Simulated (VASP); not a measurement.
# Sb (Pm-3m) in VASP: a series of runs

The runs below take Sb through electric field gradients, elastic constants, with r2SCAN+D3(BJ), PBEsol.

All numbers are computed with VASP 6.6.1; they aren't measurements. Logs are shortened: lines on timing, memory, paths and dates and some standing lists are left out, and cuts for length are marked.

**1. The cell of the first run**

Symmetry: Pm-3m, No. 221, cubic system. The conventional cell has a = 3.160 Å, b = 3.160 Å, c = 3.160 Å, α = 90.00°, β = 90.00°, γ = 90.00°. Within 4.2 Å of Sb (site symmetry m-3m) lie 6 Sb at 3.16 Å.

This isn't the form of Sb at room conditions, which is rhombohedral.

**2. Electric field gradients, r2SCAN+D3(BJ)**

Contents of POSCAR:

```
Sb
1.0
    3.1600000000      0.0000000000      0.0000000000
    0.0000000000      3.1600000000      0.0000000000
    0.0000000000      0.0000000000      3.1600000000
Sb
1
Direct
    0.0000000000      0.0000000000      0.0000000000
```

Contents of INCAR.step1:

```
SYSTEM = Sb
ALGO = Normal
EDIFF = 1E-4
ENCUT = 520
GGA = PE
ISMEAR = 1
LASPH = .TRUE.
LCHARG = .FALSE.
LREAL = .FALSE.
LWAVE = .TRUE.
NBANDS = 8
NELM = 80
PREC = Accurate
SIGMA = 0.1
```

Contents of INCAR.step2:

```
SYSTEM = Sb
ALGO = Normal
EDIFF = 1E-8
ENCUT = 520
ISIF = 2
ISMEAR = 1
ISTART = 1
IVDW = 12
LASPH = .TRUE.
LCHARG = .FALSE.
LEFG = .TRUE.
LMIXTAU = .TRUE.
LREAL = .FALSE.
LWAVE = .FALSE.
METAGGA = R2SCAN
NBANDS = 8
NELM = 80
PREC = Accurate
SIGMA = 0.1
VDW_A1 = 0.49484001
VDW_A2 = 5.73083694
VDW_S6 = 1.0
VDW_S8 = 0.78981345
```

Contents of KPOINTS:

```
k-points
0
G
  8 8 8
  0 0 0
```

Potentials or basis: VASP PAW PBE potentials, release 64 (Sb).

The run is started by

```
> cat potpaw_PBE.64/Sb/POTCAR > POTCAR
> cp INCAR.step1 INCAR
> mpirun -np 1 vasp_std > vasp.out
> cp INCAR.step2 INCAR
> mpirun -np 1 vasp_std > vasp.out
```

OUTCAR:

```text
SYSTEM = Sb
   EDIFF = 1E-8
   ENCUT = 520
   ISIF = 2
   ISMEAR = 1
   ISTART = 1
   IVDW = 12
   LASPH = .TRUE.
   LREAL = .FALSE.
   METAGGA = R2SCAN
   NELM = 80
   PREC = Accurate
 IVDW          = 12

 ion  position               nearest neighbor table
   1  0.000  0.000  0.000-

  LATTYP: Found a simple cubic cell.
 ALAT       =     3.1600000000

  Lattice vectors:

 A1 = (   3.1600000000,   0.0000000000,   0.0000000000)
 A2 = (   0.0000000000,   3.1600000000,   0.0000000000)
 A3 = (   0.0000000000,   0.0000000000,   3.1600000000)

Analysis of symmetry for initial positions (statically):
=====================================================================
 Subroutine PRICEL returns:
 Original cell was already a primitive cell.

 Routine SETGRP: Setting up the symmetry group for a
 simple cubic supercell.

 Subroutine GETGRP returns: Found 48 space group operations
 (whereof 48 operations were pure point group operations)
 out of a pool of 48 trial point group operations.

The static configuration has the point symmetry O_h .

Analysis of symmetry for dynamics (positions and initial velocities):
=====================================================================
 Subroutine PRICEL returns:
 Original cell was already a primitive cell.

 Routine SETGRP: Setting up the symmetry group for a
 simple cubic supercell.

 Subroutine GETGRP returns: Found 48 space group operations
 (whereof 48 operations were pure point group operations)
 out of a pool of 48 trial point group operations.

The dynamic configuration has the point symmetry O_h .

 Subroutine INISYM returns: Found 48 space group operations
 (whereof 48 operations are pure point group operations),
 and found     1 'primitive' translations

----------------------------------------------------------------------------------------

                                     Primitive cell

  volume of cell :      31.5545

  direct lattice vectors                    reciprocal lattice vectors
     3.160000000  0.000000000  0.000000000     0.316455696  0.000000000  0.000000000
     0.000000000  3.160000000  0.000000000     0.000000000  0.316455696  0.000000000
     0.000000000  0.000000000  3.160000000     0.000000000  0.000000000  0.316455696

  length of vectors
     3.160000000  3.160000000  3.160000000     0.316455696  0.316455696  0.316455696

  position of ions in fractional coordinates (direct lattice)
     0.000000000  0.000000000  0.000000000

  ion indices of the primitive-cell ions
   primitive index   ion index
                 1           1

----------------------------------------------------------------------------------------

 KPOINTS: k-points

Automatic generation of k-mesh.
 Grid dimensions read from file:
 generate k-points for:    8    8    8

 Generating k-lattice:

  Cartesian coordinates                     Fractional coordinates (reciprocal lattice)
     0.039556962  0.000000000  0.000000000     0.125000000  0.000000000  0.000000000
     0.000000000  0.039556962  0.000000000     0.000000000  0.125000000  0.000000000
     0.000000000  0.000000000  0.039556962     0.000000000  0.000000000  0.125000000

  Length of vectors
     0.039556962  0.039556962  0.039556962

  Shift w.r.t. Gamma in fractional coordinates (k-lattice)
     0.000000000  0.000000000  0.000000000

 Subroutine IBZKPT returns following result:
 ===========================================

 Found     35 irreducible k-points:

 Following reciprocal coordinates:
            Coordinates               Weight
  0.000000  0.000000  0.000000      1.000000
  0.125000  0.000000  0.000000      6.000000
  0.250000  0.000000  0.000000      6.000000
  0.375000  0.000000  0.000000      6.000000
  0.500000  0.000000  0.000000      3.000000
  0.125000  0.125000  0.000000     12.000000
[... 16 lines left out ...]
  0.375000  0.375000  0.125000     24.000000
  0.500000  0.375000  0.125000     24.000000
 [... further k-points ...]
   k-points           NKPTS =     35   k-points in BZ     NKDIM =     35   number of bands    NBANDS=      8
   number of dos      NEDOS =    301   number of ions     NIONS =      1
   total plane-waves  NPLWV =  13824
   dimension x,y,z NGX =    24 NGY =   24 NGZ =   24
   dimension x,y,z NGXF=    48 NGYF=   48 NGZF=   48
   ions per type =               1
   NGX,Y,Z   is equivalent  to a cutoff of  12.63, 12.63, 12.63 a.u.
   NGXF,Y,Z  is equivalent  to a cutoff of  25.25, 25.25, 25.25 a.u.
 SYSTEM =  Sb
   PREC   = accura    normal or accurate (medium, high low for compatibility)
   ISTART =      1    job   : 0-new  1-cont  2-samecut
   ICHARG =      0    charge: 1-file 2-atom 10-const
   ISPIN  =      1    spin polarized calculation?
   LNONCOLLINEAR =      F non collinear calculations
   LSORBIT =      F    spin-orbit coupling
   LASPH  =      T    aspherical Exc in radial PAW
   ENCUT  =  520.0 eV  38.22 Ry    6.18 a.u.   5.88  5.88  5.88*2*pi/ulx,y,z
   NELM   =     80;   NELMIN=  2; NELMDL=  0     # of ELM steps
   EDIFF  = 0.1E-07   stopping-criterion for ELM
   LREAL  =      F    real-space projection
   EDIFFG = 0.1E-06   stopping-criterion for IOM
   NSW    =      0    number of steps for IOM
   IBRION =     -1    ionic relax: 0-MD 1-quasi-New 2-CG
   NFREE  =      0    steps in history (QN), initial steepest desc. (CG)
   ISIF   =      2    stress and relaxation
   ISYM   =      2    0-nonsym 1-usesym 2-fastsym
   POTIM  = 0.5000    time-step for ionic-motion
   TEBEG  =    0.0;   TEEND  =   0.0 temperature during run
   PSTRESS=    0.0 pullay stress
   NELECT =       5.0000    total number of electrons
   NUPDOWN=      -1.0000    fix difference up-down
   EMIN   =  10.00;   EMAX   =-10.00  energy-range for DOS
   EFERMI =   0.00;   METHOD = LEGACY
   ISMEAR =     1;   SIGMA  =   0.10  broadening in eV -4-tet -1-fermi 0-gaus
   EFERMI_NEDOS =   21; number of points for ismear=-14 and -15
   IALGO  =     38    algorithm
   IMIX   =      4    mixing-type and parameters
     AMIX     =   0.40;   BMIX     =  1.00
     AMIX_MAG =   1.60;   BMIX_MAG =  1.00
  volume/ion in A,a.u.               =      31.55       212.94
  Fermi-wavevector in a.u.,A,eV,Ry     =   0.885886  1.674081 10.677766  0.784794
  Thomas-Fermi vector in A             =   2.006979
   LORBIT       =      0    0 simple, 1 ext, 2 COOP (PROOUT), +10 PAW based schemes
   METAGGA = R2SCAN    functional components
   LHFCALC =     F    Hartree Fock is set to
   AEXX    =    0.0000 exact exchange contribution
   IVDW    =    12    specifies the selected vdW correction
   LEPSILON=     F    determine dielectric tensor
   LRPA    =     F    only Hartree local field effects (RPA)
 non-spin polarized calculation
 Methfessel and Paxton  Order N= 1 SIGMA  =   0.10
  energy-cutoff  :      520.00
  volume of cell :       31.55
 maximum number of plane-waves:       876
 NGX is ok and might be reduce to    24
   NGX = 11   NGY = 11   NGZ = 11

 number of electron       5.0000001 magnetization

 Free energy of the ion-electron system (eV)
  ---------------------------------------------------
  ext. energy  EPLUGINS =         0.00000000
  ---------------------------------------------------
  free energy    TOTEN  =       -25.59411668 eV

  energy without entropy =      -25.59170359  energy(sigma->0) =      -25.59331232

 E-fermi :   6.3057     XC(G=0):  -9.8642

 val. band max:        6.3009758339   @ k =   0.3750   0.2500   0.1250
 cond. band min:       6.5418645074   @ k =   0.3750   0.2500   0.2500
 fundamental gap:      0.2408886735
 Fermi energy:         6.3057015861

 k-point     1 :       0.0000    0.0000    0.0000
  band No.  band energies     occupation
      1      -6.1832      2.00000
      2       9.6472      0.00000
      3       9.6472      0.00000
      4       9.6472      0.00000
      5      13.5604      0.00000
      6      13.5604      0.00000
      7      15.1306      0.00000
      8      24.4883      0.00000
[... 243 lines left out ...]
 k-point    24 :       0.5000    0.3750    0.1250
  band No.  band energies     occupation
      1      -1.7046      2.00000
      2       2.6288      2.00000
      3       4.2167      2.00000
      4      10.1139      0.00000
      5      11.2622      0.00000
      6      16.5483      0.00000
      7      17.8962      0.00000
      8      20.6800      0.00000

 [... further k-points ...]

------------------------ aborting loop because EDIFF is reached ----------------------------------------

 Edisp (eV)   -0.21099

 E8    (eV) :    -0.0774

  FORCE on cell =-STRESS in cart. coord.  units (eV):
  Direction    XX          YY          ZZ          XY          YZ          ZX
  --------------------------------------------------------------------------------------
  -------------------------------------------------------------------------------------
  Total      -0.86872    -0.86872    -0.86872     0.00000    -0.00000     0.00000
  in kB     -44.10940   -44.10940   -44.10940     0.00000    -0.00000     0.00000
  external pressure =      -44.11 kB  Pullay stress =        0.00 kB

 VOLUME and BASIS-vectors are now :
 -----------------------------------------------------------------------------
  energy-cutoff  :      520.00
  volume of cell :       31.55
      direct lattice vectors                 reciprocal lattice vectors
     3.160000000  0.000000000  0.000000000     0.316455696  0.000000000  0.000000000
     0.000000000  3.160000000  0.000000000     0.000000000  0.316455696  0.000000000
     0.000000000  0.000000000  3.160000000     0.000000000  0.000000000  0.316455696

 POSITION                                       TOTAL-FORCE (eV/Angst)
 -----------------------------------------------------------------------------------
      0.00000      0.00000      0.00000         0.000000      0.000000      0.000000
 -----------------------------------------------------------------------------------
    total drift:                                0.000000     -0.000000     -0.000000

  FREE ENERGIE OF THE ION-ELECTRON SYSTEM (eV)
  ---------------------------------------------------
  free  energy   TOTEN  =       -25.8051102077 eV

  energy  without entropy=      -25.8026971199  energy(sigma->0) =      -25.80430585

 Electric field gradients (V/A^2)
---------------------------------------------------------------------
 ion       V_xx      V_yy      V_zz      V_xy      V_xz      V_yz
---------------------------------------------------------------------
   1       0.000     0.000    -0.000    -0.000    -0.000     0.000
---------------------------------------------------------------------

 Electric field gradients after diagonalization (V/A^2)
 (convention: |V_zz| > |V_xx| > |V_yy|)
----------------------------------------------------------------------
 ion       V_xx      V_yy      V_zz     asymmetry (V_yy - V_xx)/ V_zz
----------------------------------------------------------------------
   1       0.000     0.000    -0.000       0.282
----------------------------------------------------------------------

           NMR quadrupolar parameters

 Cq : quadrupolar parameter    Cq=e*Q*V_zz/h
 eta: asymmetry parameters     (V_yy - V_xx)/ V_zz
 Q  : nuclear electric quadrupole moment in mb (millibarn)
----------------------------------------------------------------------
 ion       Cq(MHz)       eta       Q (mb)
----------------------------------------------------------------------
   1      -0.000       0.282       1.000
----------------------------------------------------------------------
```

Run time: 59 s. Hardware: 1 thread of Intel Xeon 8259CL, shared host; peak memory 0.15 GiB.

Results:

| Quantity | Value |
| --- | --- |
| Free energy | -25.8051 eV |
| Pressure | -4.4 GPa |
| Band gap on the k mesh | zero (an odd number of electrons rules out a gap without spin polarisation) |
| Largest electric field gradient by atom | zero within the noise of the run |
| Dispersion energy per atom | -0.211 eV |

Levels at points of the mesh, in eV from the Fermi level:
| k point | band 1 | band 2 | band 3 | band 4 | band 5 | band 6 | band 7 | band 8 |
| --- | --- | --- | --- | --- | --- | --- | --- | --- |
| (0.00, 0.00, 0.00) | -12.49 | 3.34 | 3.34 | 3.34 | 7.25 | 7.25 | 8.82 | 18.18 |
| (0.50, 0.00, 0.00) | -10.13 | -5.42 | 5.29 | 5.29 | 9.24 | 11.22 | 11.88 | 11.88 |
| (0.50, 0.50, 0.00) | -7.60 | -3.48 | -3.48 | 2.74 | 7.26 | 13.10 | 13.73 | 13.73 |
| (0.50, 0.50, 0.50) | -4.75 | -1.64 | -1.64 | -1.64 | 5.32 | 5.32 | 5.32 | 7.72 |

Caveat: three body term missing; the cell stands under tension; the PAW data sets were made with another functional, which shifts forces and pressure a little; spin-orbit coupling is left out, which moves the levels of the heavy elements.

**3. Elastic constants, PBEsol**

Contents of INCAR:

```
ALGO     = Normal         # electronic algorithm
EDIFF    = 1E-8           # SCF threshold, eV
ENCUT    = 600            # plane-wave cutoff, eV
GGA      = PS             # functional
IBRION   = 6              # ionic algorithm
ISIF     = 3              # what is computed and relaxed
ISMEAR   = -1             # smearing method
LASPH    = True           # aspherical terms in the spheres
LCHARG   = True           # write CHGCAR
LREAL    = False          # projectors in reciprocal space
LWAVE    = False          # write WAVECAR
NELM     = 80             # most SCF steps
NFREE    = 2            
NSW      = 1              # ionic steps
POTIM    = 0.015          # step
PREC     = Accurate       # precision mode
SIGMA    = 0.05           # smearing width, eV
```

Contents of KPOINTS:

```
k-points
0
Gamma
  6 6 6
```

POSCAR is that of step 2.

Potentials or basis: VASP PAW PBE potentials, release 64 (Sb).

The run is started by

```
> cat potpaw_PBE.64/Sb/POTCAR > POTCAR
> mpirun -np 1 vasp_std > vasp.out
```

Run time: 2.3 min. Hardware: 1 thread of Intel Xeon 8259CL, shared host; peak memory 0.2 GiB.

The run converged. Its results:

```yaml
Elastic_constants_C11_C12_C44: 83, 25, 15 GPa
Voigt_bulk_modulus: 44 GPa
```

Elastic tensor in Voigt notation (GPa, in the Cartesian axes of the cell as first typed):
```
83 25 25  0  0  0
25 83 25  0  0  0
25 25 83  0  0  0
 0  0  0 15  0  0
 0  0  0  0 15  0
 0  0  0  0  0 15
```

Clamped-ion elastic tensor (GPa):
```
83 25 25  0  0  0
25 83 25  0  0  0
25 25 83  0  0  0
 0  0  0 15  0  0
 0  0  0  0 15  0
 0  0  0  0  0 15
```

Caveat: the cell is under stress, which shifts elastic constants; the PAW data sets were made with another functional, which shifts forces and pressure a little; spin-orbit coupling is left out, which moves the levels of the heavy elements.
